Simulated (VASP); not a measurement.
# Ba (Im-3m) in VASP: elastic constants with LDA

Aim: the elastic constants of Ba with LDA.

Program: VASP 6.6.1. These are calculated values, not measurements. Logs are shortened: lines on timing, memory, paths and dates and some standing lists are left out, and cuts for length are marked.

## (1) The cell of the first run

It takes space group Im-3m (No. 229, cubic). Conventional cell: a = 4.764 Å, b = 4.764 Å, c = 4.764 Å, α = 90.00°, β = 90.00°, γ = 90.00°. Within 5.4 Å of Ba (site symmetry m-3m) lie 14 Ba at 4.13 to 4.76 Å.

## (2) Elastic constants, LDA

File INCAR:

```
SYSTEM = Ba
PREC     = Accurate       ! precision mode
ENCUT    = 600            ! plane-wave cutoff, eV
EDIFF    = 1E-8           ! SCF threshold, eV
ISMEAR   = -1             ! smearing method
SIGMA    = 0.15           ! smearing width, eV
LREAL    = .False.        ! projectors in reciprocal space
LASPH    = .True.         ! aspherical terms in the spheres
NELM     = 80             ! most SCF steps
ALGO     = Normal         ! electronic algorithm
ISIF     = 3              ! what is computed and relaxed
LWAVE    = .False.        ! write WAVECAR
LCHARG   = .False.        ! write CHGCAR
IBRION   = 6              ! ionic algorithm
NFREE    = 2            
POTIM    = 0.015          ! step
NSW      = 1              ! ionic steps
```

File KPOINTS:

```
Automatic mesh
0
Gamma
  12 12 12
  0 0 0
```

File POSCAR:

```
Ba
1.0
   -2.3819154651      2.3819154651      2.3819154651
    2.3819154651     -2.3819154651      2.3819154651
    2.3819154651      2.3819154651     -2.3819154651
Ba
1
Direct
    0.0000000000      0.0000000000      0.0000000000
```

Potentials or basis: VASP PAW LDA potentials, release 64 (Ba_sv).

Started as:

```sh
cat potpaw_LDA.64/Ba_sv/POTCAR > POTCAR
mpirun -np 1 vasp_std > vasp.out
```

OUTCAR:

```text
SYSTEM = Ba
   PREC = Accurate
   ENCUT = 600
   EDIFF = 1E-8
   ISMEAR = -1
   LREAL = .False.
   LASPH = .True.
   NELM = 80
   ISIF = 3
   IBRION = 6
   NFREE = 2
   POTIM = 0.015
   NSW = 1

 ion  position               nearest neighbor table
   1  0.000  0.000  0.000-

  LATTYP: Found a body centered cubic cell.
 ALAT       =     4.7638309302

  Lattice vectors:

 A1 = (  -2.3819154651,   2.3819154651,   2.3819154651)
 A2 = (   2.3819154651,  -2.3819154651,   2.3819154651)
 A3 = (   2.3819154651,   2.3819154651,  -2.3819154651)

Analysis of symmetry for initial positions (statically):
=====================================================================
 Subroutine PRICEL returns:
 Original cell was already a primitive cell.

 Routine SETGRP: Setting up the symmetry group for a
 body centered cubic supercell.

 Subroutine GETGRP returns: Found 48 space group operations
 (whereof 48 operations were pure point group operations)
 out of a pool of 48 trial point group operations.

The static configuration has the point symmetry O_h .

Analysis of symmetry for dynamics (positions and initial velocities):
=====================================================================
 Subroutine PRICEL returns:
 Original cell was already a primitive cell.

 Routine SETGRP: Setting up the symmetry group for a
 body centered cubic supercell.

 Subroutine GETGRP returns: Found 48 space group operations
 (whereof 48 operations were pure point group operations)
 out of a pool of 48 trial point group operations.

The dynamic configuration has the point symmetry O_h .

 Subroutine INISYM returns: Found 48 space group operations
 (whereof 48 operations are pure point group operations),
 and found     1 'primitive' translations

----------------------------------------------------------------------------------------

                                     Primitive cell

  volume of cell :      54.0554

  direct lattice vectors                    reciprocal lattice vectors
    -2.381915465  2.381915465  2.381915465     0.000000000  0.209915090  0.209915090
     2.381915465 -2.381915465  2.381915465     0.209915090  0.000000000  0.209915090
     2.381915465  2.381915465 -2.381915465     0.209915090  0.209915090  0.000000000

  length of vectors
     4.125598605  4.125598605  4.125598605     0.296864768  0.296864768  0.296864768

  position of ions in fractional coordinates (direct lattice)
     0.000000000  0.000000000  0.000000000

  ion indices of the primitive-cell ions
   primitive index   ion index
                 1           1

----------------------------------------------------------------------------------------

 KPOINTS: Automatic mesh

Automatic generation of k-mesh.
 Grid dimensions read from file:
 generate k-points for:   12   12   12

 Generating k-lattice:

  Cartesian coordinates                     Fractional coordinates (reciprocal lattice)
     0.000000000  0.017492924  0.017492924     0.083333333  0.000000000  0.000000000
     0.017492924  0.000000000  0.017492924     0.000000000  0.083333333  0.000000000
     0.017492924  0.017492924  0.000000000     0.000000000  0.000000000  0.083333333

  Length of vectors
     0.024738731  0.024738731  0.024738731

  Shift w.r.t. Gamma in fractional coordinates (k-lattice)
     0.000000000  0.000000000  0.000000000

 Subroutine IBZKPT returns following result:
 ===========================================

 Found     72 irreducible k-points:

 Following reciprocal coordinates:
            Coordinates               Weight
  0.000000  0.000000  0.000000      1.000000
  0.083333  0.000000  0.000000     12.000000
  0.166667  0.000000  0.000000     12.000000
  0.250000  0.000000  0.000000     12.000000
  0.333333  0.000000  0.000000     12.000000
  0.416667  0.000000  0.000000     12.000000
[... 16 lines left out ...]
  0.333333  0.083333  0.083333     24.000000
  0.416667  0.083333  0.083333     12.000000
 [... further k-points ...]
   k-points           NKPTS =     72   k-points in BZ     NKDIM =     72   number of bands    NBANDS=      9
   number of dos      NEDOS =    301   number of ions     NIONS =      1
   total plane-waves  NPLWV =  46656
   dimension x,y,z NGX =    36 NGY =   36 NGZ =   36
[... 28 lines left out ...]
   EFERMI =   0.00;   METHOD = LEGACY
   ISMEAR =    -1;   SIGMA  =   0.15  broadening in eV -4-tet -1-fermi 0-gaus
   EFERMI_NEDOS =   21; number of points for ismear=-14 and -15
   IALGO  =     38    algorithm
   IMIX   =      4    mixing-type and parameters
     AMIX     =   0.40;   BMIX     =  1.00
     AMIX_MAG =   1.60;   BMIX_MAG =  1.00
  volume/ion in A,a.u.               =      54.06       364.78
  Fermi-wavevector in a.u.,A,eV,Ry     =   0.932814  1.762763 11.839006  0.870142
  Thomas-Fermi vector in A             =   2.059451
   LORBIT       =      0    0 simple, 1 ext, 2 COOP (PROOUT), +10 PAW based schemes
   GGA     = CA    functional components
   LHFCALC =     F    Hartree Fock is set to
   AEXX    =    0.0000 exact exchange contribution
   IVDW    =     0    specifies the selected vdW correction
   LEPSILON=     F    determine dielectric tensor
   LRPA    =     F    only Hartree local field effects (RPA)
 finite differences with symmetry
 non-spin polarized calculation
  energy-cutoff  :      600.00
  volume of cell :       54.06
 maximum number of plane-waves:      1865
 NGX is ok and might be reduce to    36
   NGX = 17   NGY = 17   NGZ = 17

--------------------------------------- Ionic step        1  -------------------------------------------

 number of electron      10.0000000 magnetization

 Free energy of the ion-electron system (eV)
  ---------------------------------------------------
  ext. energy  EPLUGINS =         0.00000000
  ---------------------------------------------------
  free energy    TOTEN  =        -2.29663991 eV

  energy without entropy =       -2.19461584  energy(sigma->0) =       -2.24562787

------------------------ aborting loop because EDIFF is reached ----------------------------------------

  FORCE on cell =-STRESS in cart. coord.  units (eV):
  Direction    XX          YY          ZZ          XY          YZ          ZX
  --------------------------------------------------------------------------------------
  -------------------------------------------------------------------------------------
  Total        0.0311365      0.0311365      0.0311365      0.0000000      0.0000000      0.0000000
  in kB        0.9228703      0.9228703      0.9228703      0.0000000      0.0000000      0.0000000
  external PRESSURE =       0.9228703 kB  Pullay stress =       0.0000000 kB
[... 86 lines left out ...]
  FREE ENERGIE OF THE ION-ELECTRON SYSTEM (eV)
  ---------------------------------------------------
  free  energy   TOTEN  =        -2.2956433462 eV

  energy  without entropy=       -2.1942965397  energy(sigma->0) =       -2.24496994

[... ionic steps 4 to 12 ...]

--------------------------------------- Ionic step       13  -------------------------------------------

 number of electron      10.0000000 magnetization

------------------------ aborting loop because EDIFF is reached ----------------------------------------
[... 65 lines left out ...]
--------------------------------------- Ionic step       15  -------------------------------------------

 number of electron      10.0000000 magnetization

 Free energy of the ion-electron system (eV)
  ---------------------------------------------------
  ext. energy  EPLUGINS =         0.00000000
  ---------------------------------------------------
  free energy    TOTEN  =        -2.29664026 eV

  energy without entropy =       -2.19461606  energy(sigma->0) =       -2.24562816

 E-fermi :   1.9940     XC(G=0):  -8.1287

 val. band max:        1.9873897443   @ k =  -0.3333   0.5000   0.1667
 cond. band min:       2.0043509111   @ k =   0.3333   0.3333   0.0000
 fundamental gap:      0.0169611668
 Fermi energy:         1.9939502106

 k-point     1 :       0.0000    0.0000    0.0000
  band No.  band energies     occupation
      1     -26.6148      2.00000
      2     -11.4588      2.00000
      3     -11.4588      2.00000
      4     -11.4588      2.00000
      5      -0.8426      2.00000
      6       3.8886      0.00001
      7       3.8886      0.00001
      8       3.8886      0.00001
      9       5.5725      0.00000
[... 265 lines left out ...]
 k-point    24 :       0.4167    0.0833    0.0833
  band No.  band energies     occupation
      1     -26.5279      2.00000
      2     -12.1665      2.00000
      3     -11.7349      2.00000
      4     -11.5183      2.00000
      5       1.2762      1.98343
      6       2.5081      0.06287
      7       3.5654      0.00006
      8       5.7274      0.00000
      9       6.2785      0.00000

 [... further k-points ...]
[... 5 lines left out ...]
  --------------------------------------------------------------------------------------
  -------------------------------------------------------------------------------------
  Total        0.0309768      0.0309768      0.0309768     -0.0000000      0.0000000     -0.0000000
  in kB        0.9181390      0.9181390      0.9181390     -0.0000000      0.0000000     -0.0000000
  external PRESSURE =       0.9181390 kB  Pullay stress =       0.0000000 kB
[... 16 lines left out ...]
  FREE ENERGIE OF THE ION-ELECTRON SYSTEM (eV)
  ---------------------------------------------------
  free  energy   TOTEN  =        -2.2966402629 eV

  energy  without entropy=       -2.1946160638  energy(sigma->0) =       -2.24562816

 INTERNAL STRAIN TENSORS FROM STRAINED CELLS
 ============================================

 INTERNAL STRAIN TENSOR FOR ION    1 for displacements in x,y,z  (eV/Angst):
          X           Y           Z          XY          YZ          ZX
  --------------------------------------------------------------------------------
  x     0.00000     0.00000     0.00000    -0.00000    -0.00000     0.00000
  y    -0.00000     0.00000    -0.00000     0.00000     0.00000     0.00000
  z     0.00000    -0.00000    -0.00000    -0.00000    -0.00000     0.00000

 INTERNAL STRAIN TENSORS FROM DISPLACED ATOMS
 ============================================

 INTERNAL STRAIN TENSOR FOR ION    1 for displacements in x,y,z  (eV/Angst):
          X           Y           Z          XY          YZ          ZX
  --------------------------------------------------------------------------------
  x     0.00000     0.00000     0.00000     0.00000     0.00000     0.00000
  y     0.00000     0.00000     0.00000     0.00000     0.00000     0.00000
  z     0.00000     0.00000     0.00000     0.00000     0.00000     0.00000

 Eigenvectors and eigenvalues of the dynamical matrix
 ----------------------------------------------------

   1 f/i=    0.000000 THz     0.000000 2PiTHz    0.000000 cm-1     0.000000 meV
             X         Y         Z           dx          dy          dz
      0.000000  0.000000  0.000000     1.000000    0.000000    0.000000

   2 f/i=    0.000000 THz     0.000000 2PiTHz    0.000000 cm-1     0.000000 meV
             X         Y         Z           dx          dy          dz
      0.000000  0.000000  0.000000     0.000000    1.000000    0.000000

   3 f/i=    0.000000 THz     0.000000 2PiTHz    0.000000 cm-1     0.000000 meV
             X         Y         Z           dx          dy          dz
      0.000000  0.000000  0.000000     0.000000    0.000000    1.000000

--------------------------------------------------------------------------------------------------------

 ELASTIC MODULI CONTR FROM IONIC RELAXATION (kBar)
 Direction    XX          YY          ZZ          XY          YZ          ZX
 --------------------------------------------------------------------------------
 XX           0.0000      0.0000      0.0000      0.0000      0.0000      0.0000
 YY           0.0000      0.0000      0.0000      0.0000      0.0000      0.0000
 ZZ           0.0000      0.0000      0.0000      0.0000      0.0000      0.0000
 XY           0.0000      0.0000      0.0000      0.0000      0.0000      0.0000
 YZ           0.0000      0.0000      0.0000      0.0000      0.0000      0.0000
 ZX           0.0000      0.0000      0.0000      0.0000      0.0000      0.0000
 --------------------------------------------------------------------------------

 TOTAL ELASTIC MODULI (kBar)
 Direction    XX          YY          ZZ          XY          YZ          ZX
 --------------------------------------------------------------------------------
 XX         134.4003     88.7100     88.7100     -0.0000     -0.0000      0.0000
 YY          88.7100    134.4003     88.7100      0.0000     -0.0000     -0.0000
 ZZ          88.7100     88.7100    134.4003     -0.0000     -0.0000      0.0000
 XY          -0.0000      0.0000     -0.0000    115.1549      0.0000      0.0000
 YZ          -0.0000     -0.0000     -0.0000      0.0000    115.1549      0.0000
 ZX           0.0000     -0.0000      0.0000      0.0000      0.0000    115.1549
 --------------------------------------------------------------------------------
```

Wall time 16 min (1 thread of AMD EPYC 9R45 (Zen 5), shared host); peak memory 0.55 GiB.

What came out:

| Quantity | Value |
| --- | --- |
| Elastic constants C11, C12, C44 | 13, 9, 12 GPa |
| Voigt bulk modulus | 10 GPa |

Elastic tensor in Voigt notation (GPa, in the Cartesian axes of the cell as first typed):
```
13  9  9  0  0  0
 9 13  9  0  0  0
 9  9 13  0  0  0
 0  0  0 12  0  0
 0  0  0  0 12  0
 0  0  0  0  0 12
```

Clamped-ion elastic tensor (GPa):
```
13  9  9  0  0  0
 9 13  9  0  0  0
 9  9 13  0  0  0
 0  0  0 12  0  0
 0  0  0  0 12  0
 0  0  0  0  0 12
```

Caveat: spin-orbit coupling is left out, which moves the levels of the heavy elements.
